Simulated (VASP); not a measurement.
# AlO2 (Cmcm) in VASP: further runs

AlO2 is run at these levels: PBEsol, LDA, revPBE; tasks: single point.

All numbers are computed with VASP 6.6.1; they aren't measurements. Logs are shortened: lines on timing, memory, paths and dates and some standing lists are left out, and cuts for length are marked.

### Step 1. The cell of the first run

It takes space group Cmcm (No. 63, orthorhombic). The conventional cell has a = 2.976 Å, b = 10.806 Å, c = 3.647 Å, α = 90.00°, β = 90.00°, γ = 90.00°. Within 2.5 Å of Al (site symmetry m2m) lie 6 O at 1.87 to 2.02 Å. Within 2.6 Å of O (site symmetry m2m) lie 2 Al at 1.88 Å and 3 O at 2.25 to 2.52 Å. Within 2.6 Å of O (site symmetry m2m) lie 4 Al at 1.87 to 2.02 Å and 5 O at 2.52 to 2.54 Å.

### Step 2. Single point, PBEsol

INCAR

```
SYSTEM = AlO2
ALGO = Normal
EDIFF = 1E-6
ENCUT = 520
GGA = PS
ISIF = 2
ISMEAR = -1
LASPH = .True.
LCHARG = .False.
LREAL = .False.
LWAVE = .False.
NBANDS = 24
NELM = 100
PREC = Accurate
SIGMA = 0.05
```

KPOINTS

```
k-points
0
Gamma
  8 8 6
  0 0 0
```

POSCAR

```
AlO2
1.0
    1.4881620000     -5.4028330000      0.0000000000
    1.4881620000      5.4028330000      0.0000000000
    0.0000000000      0.0000000000      3.6466120000
Al O
2 4
Direct
    0.6681330000      0.3318670000      0.7500000000
    0.3318670000      0.6681330000      0.2500000000
    0.0610720000      0.9389280000      0.7500000000
    0.9389280000      0.0610720000      0.2500000000
    0.2941840000      0.7058160000      0.7500000000
    0.7058160000      0.2941840000      0.2500000000
```

Potentials or basis: VASP PAW PBE potentials, release 64 (Al, O).

Started as:

```console
$ cat potpaw_PBE.64/Al/POTCAR potpaw_PBE.64/O/POTCAR > POTCAR
$ mpirun -np 1 vasp_std > vasp.out
```

OUTCAR:

```text
SYSTEM = AlO2
   EDIFF = 1E-6
   ENCUT = 520
   GGA = PS
   ISIF = 2
   ISMEAR = -1
   LASPH = .True.
   LREAL = .False.
   NELM = 100
   PREC = Accurate

 ion  position               nearest neighbor table
   1  0.668  0.332  0.750-   6 1.87   6 1.87   3 1.88   3 1.88   5 2.02   5 2.02   2 2.94   2 2.94
                             2 2.94   2 2.94
   2  0.332  0.668  0.250-   5 1.87   5 1.87   4 1.88   4 1.88   6 2.02   6 2.02   1 2.94   1 2.94
                             1 2.94   1 2.94
   3  0.061  0.939  0.750-   1 1.88   1 1.88
   4  0.939  0.061  0.250-   2 1.88   2 1.88
   5  0.294  0.706  0.750-   2 1.87   2 1.87   1 2.02   1 2.02
   6  0.706  0.294  0.250-   1 1.87   1 1.87   2 2.02   2 2.02

  LATTYP: Found a base centered orthorhombic cell.
 ALAT       =     2.9763240000
 B/A-ratio  =     3.6305408954
 C/A-ratio  =     1.2252066643

  Lattice vectors:

 A1 = (   1.4881620000,  -5.4028330000,   0.0000000000)
 A2 = (   1.4881620000,   5.4028330000,   0.0000000000)
 A3 = (   0.0000000000,   0.0000000000,   3.6466120000)

Analysis of symmetry for initial positions (statically):
=====================================================================
 Subroutine PRICEL returns:
 Original cell was already a primitive cell.

 Routine SETGRP: Setting up the symmetry group for a
 base centered orthorhombic supercell.

 Subroutine GETGRP returns: Found  8 space group operations
 (whereof  4 operations were pure point group operations)
 out of a pool of  8 trial point group operations.

The static configuration has the point symmetry C_2h.
 The point group associated with its full space group is D_2h.

Analysis of symmetry for dynamics (positions and initial velocities):
=====================================================================
 Subroutine PRICEL returns:
 Original cell was already a primitive cell.

 Routine SETGRP: Setting up the symmetry group for a
 base centered orthorhombic supercell.

 Subroutine GETGRP returns: Found  8 space group operations
 (whereof  4 operations were pure point group operations)
 out of a pool of  8 trial point group operations.

The dynamic configuration has the point symmetry C_2h.
 The point group associated with its full space group is D_2h.

 Subroutine INISYM returns: Found  8 space group operations
 (whereof  4 operations are pure point group operations),
 and found     1 'primitive' translations

----------------------------------------------------------------------------------------

                                     Primitive cell

  volume of cell :      58.6396

  direct lattice vectors                    reciprocal lattice vectors
     1.488162000 -5.402833000  0.000000000     0.335984926 -0.092544041  0.000000000
     1.488162000  5.402833000  0.000000000     0.335984926  0.092544041  0.000000000
     0.000000000  0.000000000  3.646612000     0.000000000  0.000000000  0.274227146

  length of vectors
     5.604036988  5.604036988  3.646612000     0.348497160  0.348497160  0.274227146

  position of ions in fractional coordinates (direct lattice)
     0.668133000  0.331867000  0.750000000
     0.331867000  0.668133000  0.250000000
     0.061072000  0.938928000  0.750000000
     0.938928000  0.061072000  0.250000000
     0.294184000  0.705816000  0.750000000
     0.705816000  0.294184000  0.250000000

  ion indices of the primitive-cell ions
   primitive index   ion index
                 1           1
                 2           2
                 3           3
                 4           4
                 5           5
                 6           6

----------------------------------------------------------------------------------------

 KPOINTS: k-points

Automatic generation of k-mesh.
 Grid dimensions read from file:
 generate k-points for:    8    8    6

 Generating k-lattice:

  Cartesian coordinates                     Fractional coordinates (reciprocal lattice)
     0.041998116 -0.011568005  0.000000000     0.125000000  0.000000000  0.000000000
     0.041998116  0.011568005  0.000000000     0.000000000  0.125000000  0.000000000
     0.000000000  0.000000000  0.045704524     0.000000000  0.000000000  0.166666667

  Length of vectors
     0.043562145  0.043562145  0.045704524

  Shift w.r.t. Gamma in fractional coordinates (k-lattice)
     0.000000000  0.000000000  0.000000000

 Subroutine IBZKPT returns following result:
 ===========================================

 Found     84 irreducible k-points:

 Following reciprocal coordinates:
            Coordinates               Weight
  0.000000  0.000000  0.000000      1.000000
  0.125000  0.000000  0.000000      4.000000
  0.250000  0.000000  0.000000      4.000000
  0.375000  0.000000  0.000000      4.000000
  0.500000  0.000000  0.000000      2.000000
  0.125000  0.125000  0.000000      2.000000
[... 16 lines left out ...]
  0.125000  0.000000  0.166667      8.000000
  0.250000  0.000000  0.166667      8.000000
 [... further k-points ...]
   k-points           NKPTS =     84   k-points in BZ     NKDIM =     84   number of bands    NBANDS=     24
   number of dos      NEDOS =    301   number of ions     NIONS =      6
   total plane-waves  NPLWV =  49392
   dimension x,y,z NGX =    42 NGY =   42 NGZ =   28
   dimension x,y,z NGXF=    84 NGYF=   84 NGZF=   56
   ions per type =               2   4
   NGX,Y,Z   is equivalent  to a cutoff of  12.46, 12.46, 12.76 a.u.
   NGXF,Y,Z  is equivalent  to a cutoff of  24.92, 24.92, 25.53 a.u.
 SYSTEM =  AlO2
   PREC   = accura    normal or accurate (medium, high low for compatibility)
   ISTART =      0    job   : 0-new  1-cont  2-samecut
   ICHARG =      2    charge: 1-file 2-atom 10-const
   ISPIN  =      1    spin polarized calculation?
   LNONCOLLINEAR =      F non collinear calculations
   LSORBIT =      F    spin-orbit coupling
   LASPH  =      T    aspherical Exc in radial PAW
   ENCUT  =  520.0 eV  38.22 Ry    6.18 a.u.  10.42 10.42  6.78*2*pi/ulx,y,z
   NELM   =    100;   NELMIN=  2; NELMDL= -5     # of ELM steps
   EDIFF  = 0.1E-05   stopping-criterion for ELM
   LREAL  =      F    real-space projection
   EDIFFG = 0.1E-04   stopping-criterion for IOM
   NSW    =      0    number of steps for IOM
   IBRION =     -1    ionic relax: 0-MD 1-quasi-New 2-CG
   NFREE  =      0    steps in history (QN), initial steepest desc. (CG)
   ISIF   =      2    stress and relaxation
   ISYM   =      2    0-nonsym 1-usesym 2-fastsym
   POTIM  = 0.5000    time-step for ionic-motion
   TEBEG  =    0.0;   TEEND  =   0.0 temperature during run
   PSTRESS=    0.0 pullay stress
   NELECT =      30.0000    total number of electrons
   NUPDOWN=      -1.0000    fix difference up-down
   EMIN   =  10.00;   EMAX   =-10.00  energy-range for DOS
   EFERMI =   0.00;   METHOD = LEGACY
   ISMEAR =    -1;   SIGMA  =   0.05  broadening in eV -4-tet -1-fermi 0-gaus
   EFERMI_NEDOS =   21; number of points for ismear=-14 and -15
   IALGO  =     38    algorithm
   IMIX   =      4    mixing-type and parameters
     AMIX     =   0.40;   BMIX     =  1.00
     AMIX_MAG =   1.60;   BMIX_MAG =  1.00
  volume/ion in A,a.u.               =       9.77        65.95
  Fermi-wavevector in a.u.,A,eV,Ry     =   1.309337  2.474288 23.325334  1.714364
  Thomas-Fermi vector in A             =   2.439943
   LORBIT       =      0    0 simple, 1 ext, 2 COOP (PROOUT), +10 PAW based schemes
   GGA     = PS    functional components
   LHFCALC =     F    Hartree Fock is set to
   AEXX    =    0.0000 exact exchange contribution
   IVDW    =     0    specifies the selected vdW correction
   LEPSILON=     F    determine dielectric tensor
   LRPA    =     F    only Hartree local field effects (RPA)
 non-spin polarized calculation
  energy-cutoff  :      520.00
  volume of cell :       58.64
 maximum number of plane-waves:      1628
 NGX is ok and might be reduce to    42
   NGX = 21   NGY = 21   NGZ = 13

 number of electron      30.0000002 magnetization

 Free energy of the ion-electron system (eV)
  ---------------------------------------------------
  ext. energy  EPLUGINS =         0.00000000
  ---------------------------------------------------
  free energy    TOTEN  =       -41.62768923 eV

  energy without entropy =      -41.58840987  energy(sigma->0) =      -41.60804955

 E-fermi :   3.9438     XC(G=0): -11.0570

 val. band max:        3.9403873384   @ k =  -0.2500   0.1250   0.0000
 cond. band min:       3.9509138109   @ k =   0.5000   0.5000   0.0000
 fundamental gap:      0.0105264725
 Fermi energy:         3.9438208376

 k-point     1 :       0.0000    0.0000    0.0000
  band No.  band energies     occupation
      1     -15.4647      2.00000
      2     -13.3288      2.00000
      3     -12.6767      2.00000
      4     -12.3839      2.00000
      5      -2.1694      2.00000
      6      -0.5538      2.00000
[... 16 lines left out ...]
     23      18.5979      0.00000
     24      19.3361      0.00000

 k-point     2 :       0.1250    0.0000    0.0000
  band No.  band energies     occupation
      1     -15.3259      2.00000
      2     -13.3232      2.00000
      3     -12.6126      2.00000
      4     -12.4139      2.00000
      5      -2.0123      2.00000
      6      -0.6217      2.00000
[... 16 lines left out ...]
     23      17.7622      0.00000
     24      18.0915      0.00000

 k-point     3 :       0.2500    0.0000    0.0000
  band No.  band energies     occupation
      1     -14.9327      2.00000
      2     -13.2922      2.00000
      3     -12.6915      2.00000
      4     -12.3239      2.00000
      5      -1.5567      2.00000
      6      -0.8762      2.00000
[... 16 lines left out ...]
     23      16.9457      0.00000
     24      17.4151      0.00000

 k-point     4 :       0.3750    0.0000    0.0000
  band No.  band energies     occupation
      1     -14.3589      2.00000
      2     -13.2857      2.00000
      3     -13.0148      2.00000
      4     -12.1428      2.00000
      5      -1.2378      2.00000
      6      -1.1013      2.00000
[... 16 lines left out ...]
     23      17.2092      0.00000
     24      17.6892      0.00000

 k-point     5 :       0.5000    0.0000    0.0000
  band No.  band energies     occupation
      1     -13.8242      2.00000
      2     -13.6014      2.00000
      3     -13.1284      2.00000
      4     -12.0658      2.00000
      5      -1.4991      2.00000
      6      -1.0301      2.00000
[... 16 lines left out ...]
     23      17.4446      0.00000
     24      17.6087      0.00000

 k-point     6 :       0.1250    0.1250    0.0000
  band No.  band energies     occupation
      1     -14.9559      2.00000
      2     -13.2023      2.00000
      3     -12.6923      2.00000
      4     -12.3911      2.00000
      5      -1.5700      2.00000
      6      -0.8631      2.00000
[... 16 lines left out ...]
     23      16.7777      0.00000
     24      17.3322      0.00000
[... 379 lines left out ...]
 k-point    21 :       0.5000    0.5000    0.0000
  band No.  band energies     occupation
      1     -15.2654      2.00000
      2     -13.9742      2.00000
      3     -12.4452      2.00000
      4     -12.1517      2.00000
      5      -2.0611      2.00000
      6      -0.7255      2.00000
[... 16 lines left out ...]
     23      18.1013      0.00000
     24      19.3775      0.00000

 k-point    22 :       0.0000    0.0000    0.1667
  band No.  band energies     occupation
      1     -15.2931      2.00000
      2     -13.2612      2.00000
      3     -12.6913      2.00000
      4     -12.6363      2.00000
      5      -2.1312      2.00000
      6      -0.7781      2.00000
[... 16 lines left out ...]
     23      17.9245      0.00000
     24      18.7898      0.00000

 k-point    23 :       0.1250    0.0000    0.1667
  band No.  band energies     occupation
      1     -15.1599      2.00000
      2     -13.2536      2.00000
      3     -12.6879      2.00000
      4     -12.5848      2.00000
      5      -2.0620      2.00000
      6      -0.8365      2.00000
[... 16 lines left out ...]
     23      17.7065      0.00000
     24      17.8726      0.00000

 k-point    24 :       0.2500    0.0000    0.1667
  band No.  band energies     occupation
      1     -14.7847      2.00000
      2     -13.2206      2.00000
      3     -12.8047      2.00000
      4     -12.3967      2.00000
      5      -1.9592      2.00000
      6      -0.9330      2.00000
[... 16 lines left out ...]
     23      16.8853      0.00000
     24      17.7947      0.00000

 [... further k-points ...]

------------------------ aborting loop because EDIFF is reached ----------------------------------------

  FORCE on cell =-STRESS in cart. coord.  units (eV):
  Direction    XX          YY          ZZ          XY          YZ          ZX
  --------------------------------------------------------------------------------------
  -------------------------------------------------------------------------------------
  Total       -2.2683289     -2.4865006     -1.7328046      0.0000000     -0.0000000      0.0000000
  in kB      -61.9762514    -67.9372303    -47.3444277      0.0000000     -0.0000000      0.0000000
  external PRESSURE =     -59.0859698 kB  Pullay stress =       0.0000000 kB

 VOLUME and BASIS-vectors are now :
 -----------------------------------------------------------------------------
  energy-cutoff  :      520.00
  volume of cell :       58.64
      direct lattice vectors                 reciprocal lattice vectors
     1.488162000 -5.402833000  0.000000000     0.335984926 -0.092544041  0.000000000
     1.488162000  5.402833000  0.000000000     0.335984926  0.092544041  0.000000000
     0.000000000  0.000000000  3.646612000     0.000000000  0.000000000  0.274227146

 POSITION                                       TOTAL-FORCE (eV/Angst)
 -----------------------------------------------------------------------------------
      1.48816     -1.81679      2.73496         0.000000      0.180627     -0.000000
      1.48816      1.81679      0.91165         0.000000     -0.180627      0.000000
      1.48816      4.74291      2.73496         0.000000      0.706153      0.000000
      1.48816     -4.74291      0.91165         0.000000     -0.706153     -0.000000
      1.48816      2.22398      2.73496         0.000000      0.007178      0.000000
      1.48816     -2.22398      0.91165         0.000000     -0.007178      0.000000
 -----------------------------------------------------------------------------------
    total drift:                               -0.000000     -0.000000     -0.000000

  FREE ENERGIE OF THE ION-ELECTRON SYSTEM (eV)
  ---------------------------------------------------
  free  energy   TOTEN  =       -41.6276892316 eV

  energy  without entropy=      -41.5884098695  energy(sigma->0) =      -41.60804955
```

It took 60 s on 1 thread of Intel Xeon 6975P-C (Granite Rapids), shared host; peak memory 0.26 GiB.

What came out:

```
Free energy            : -41.6277 eV
Pressure               : -5.9 GPa
Largest force          : 0.706 eV/Å
Band gap on the k mesh : zero (bands 15 and 16 overlap by 0.57 eV)
```

Forces in eV/Å, atoms in the order of the input:
```
Al   0.000  0.181  0.000
Al   0.000 -0.181  0.000
O    0.000  0.706  0.000
O    0.000 -0.706  0.000
O    0.000  0.007  0.000
O    0.000 -0.007  0.000
```

Stress tensor (GPa, compression positive):
```
-6.20  0.00  0.00
 0.00 -6.79  0.00
 0.00  0.00 -4.73
```

Caveat: the cell stands under tension; the PAW data sets were made with another functional, which shifts forces and pressure a little.

(Part 1 of 2 ends here.)
